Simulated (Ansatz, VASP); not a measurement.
# Two plane-wave programs on Mg2Si3N

The input INCAR:

```
PREC = Accurate
ENCUT = 600
EDIFF = 1E-6
ISMEAR = 0
SIGMA = 0.1
LREAL = False
LASPH = True
NELM = 60
ALGO = Normal
ISIF = 3
LWAVE = False
LCHARG = False
GGA = PE
IBRION = 2
NSW = 90
EDIFFG = -0.04
```

File KPOINTS:

```
Automatic mesh
0
Gamma
  4 4 6
```

POSCAR

```
Mg2Si3N
1.0
    3.2968648625     -4.6530695427      0.0000000000
    3.2968648625      4.6530695427      0.0000000000
    0.0000000000      0.0000000000      3.6699878182
Mg Si N
2 3 1
Direct
    0.0000000000      0.5000000000      0.5000000000
    0.5000000000      0.0000000000      0.5000000000
    0.7446936151      0.7446936151      0.0000000000
    0.2553063849      0.2553063849      0.0000000000
    0.5000000000      0.5000000000      0.5000000000
    0.0000000000      0.0000000000      0.0000000000
```

Input for Ansatz:

```yaml
crystal:
  lattice:
    - [3.2968648625, -4.6530695427, 0.0]
    - [3.2968648625, 4.6530695427, 0.0]
    - [0.0, 0.0, 3.6699878182]
  atoms:
    - { symbol: Mg, position: [0.0, 0.5, 0.5] }
    - { symbol: Mg, position: [0.5, 0.0, 0.5] }
    - { symbol: Si, position: [0.7446936151, 0.7446936151, 0.0] }
    - { symbol: Si, position: [0.2553063849, 0.2553063849, 0.0] }
    - { symbol: Si, position: [0.5, 0.5, 0.5] }
    - { symbol: "N", position: [0.0, 0.0, 0.0] }
basis:
  ecutwfc: 420
kpoints:
  mp_grid: { grid: [4, 4, 6] }
hamiltonian:
  xc: pbe
scf:
  occupations: { method: gaussian, width: 0.1 }
  lower_state_search: "off"
output:
  forces: true
  stress: true
  eigenvalues: true
relax:
  adjacent_minimum: "off"
  f_tol: 0.04
  max_steps: 70
  cell: { stress_tol: 0.4 }
```

Change from the starting cell: species swapped into the LaAl2Ag3 type (Cmmm, No. 65).

Alike in both runs: task relaxation of cell and atoms; functional PBE; k mesh 4 × 4 × 6; occupations gaussian, width 0.1 eV; no spin polarisation.

|  | VASP | Ansatz |
| --- | --- | --- |
| version | VASP 6.6.1 | Ansatz 0.2.0 |
| potentials or method | VASP PAW PBE potentials, release 64 (Mg, Si, N), cutoff 600 eV | scalar-relativistic, plane waves, PAW |
| valence electrons in the cell | 21 | 37 |

Ansatz gave:

```
gap on the k mesh at the Fermi level, each at its own relaxed structure (eV) : none
relaxed volume (Å³/atom)                                                     : 18.64
relaxed cell length with the largest relative difference (Å)                 : 3.699
```

**Question.** Which values does VASP return?

**Answer.** gap on the k mesh at the Fermi level, each at its own relaxed structure (eV): none; relaxed volume (Å³/atom): 18.61; relaxed cell length with the largest relative difference (Å): 3.724.

A gap of «none» marks a metal or a gap that the smearing closes. VASP's potentials hold 21 valence electrons a cell and Ansatz's 37, so a difference there can come from the potentials and not from the codes.
